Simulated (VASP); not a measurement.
## SnSe2: relaxation of cell and atoms with PBEsol

SnSe2:

```
Sn Se
1.0
     4.06000    0.00000    0.00000
    -2.03000    3.51606    0.00000
     0.00000    0.00000    4.46600
Sn Se
1 2
Direct
  0.00000 0.00000 0.00000
  0.33333 0.66667 0.50000
  0.66667 0.33333 0.50000
```

```
Program                : VASP 6.6.1
Task                   : relaxation of cell and atoms
Functional             : PBEsol
Potentials or basis    : VASP PAW PBE potentials, release 64 (Sn_d, Se)
Cutoff                 : 600 eV
k mesh                 : 6 × 6 × 5
Occupations            : gaussian, width 0.01 eV
Spin                   : no spin polarisation
Dipole correction      : no
Further INCAR settings : ALGO = Normal; EDIFF = 1e-06; IBRION = 2; EDIFFG = -0.01; NSW = 80; ISIF = 3
```

```yaml
Relaxed_volume: 22.81 Å³/atom
Relaxed_cell: a = 4.832 Å, b = 4.832 Å, c = 3.384 Å, α = 90.00°, β = 90.00°, γ = 120.00°
Space_group_after_relaxing_to_0.05_Å: P6/mmm (No. 191)
Energy_gained_by_relaxing: 678.6 meV/atom
Ionic_steps: 13
Pressure_after_relaxing: 0.0 GPa
Band_gap_on_the_k_mesh: zero (band 13 reaches 6.82 eV, above the bottom of band 14 at 5.17 eV)
```

The path:
```
step  energy change (eV)  largest force (eV/Å)  pressure (GPa)  volume (Å³)
   1              0.0000                0.0000           20.00        63.75
   2             -1.3534                0.0000           -6.42        90.71
   3             -1.4770                0.0000           -3.02        83.28
   4             -1.8035                0.0000           -3.21        79.86
   5             -1.9257                0.0000           -3.11        77.28
   6             -2.0110                0.0000           -2.50        71.49
   7             -0.2952                0.0000           22.49        57.31
   8             -2.0156                0.0000           -2.34        71.10
   9             -2.0173                0.0000           -2.20        70.81
  10             -2.0196                0.0000            2.37        66.30
  11             -2.0356                0.0000            0.01        68.42
  12             -2.0356                0.0000            0.07        68.37
  13             -2.0357                0.0000            0.04        68.42
```

Final structure:
```xyz
3
Lattice="4.8321 0.0000 0.0000 -2.4161 4.1847 0.0000 0.0000 0.0000 3.3836" Properties=species:S:1:pos:R:3 pbc="T T T"
Sn    0.0000    0.0000    0.0000
Se    0.0000    2.7898    1.6918
Se    2.4161    1.3949    1.6918
```

Levels at points of the mesh, in eV from the Fermi level:
```csv
k point,band 10,band 11,band 12,band 13,band 14,band 15,band 16,band 17
"(0.00, 0.00, 0.00)",-4.77,-3.01,-3.01,-1.64,1.49,5.51,5.51,6.49
"(0.50, 0.00, 0.00)",-1.11,-0.82,-0.52,0.22,0.95,2.36,2.62,4.81
```

Run time: 120 s on 1 thread of Intel(R) Xeon(R) 6975P-C (Granite Rapids), with other jobs on the host, peak memory 0.2 GiB.

Caveat: the PAW data sets were made with another functional, which shifts forces and pressure a little; spin-orbit coupling is left out, which moves the levels of the heavy elements.
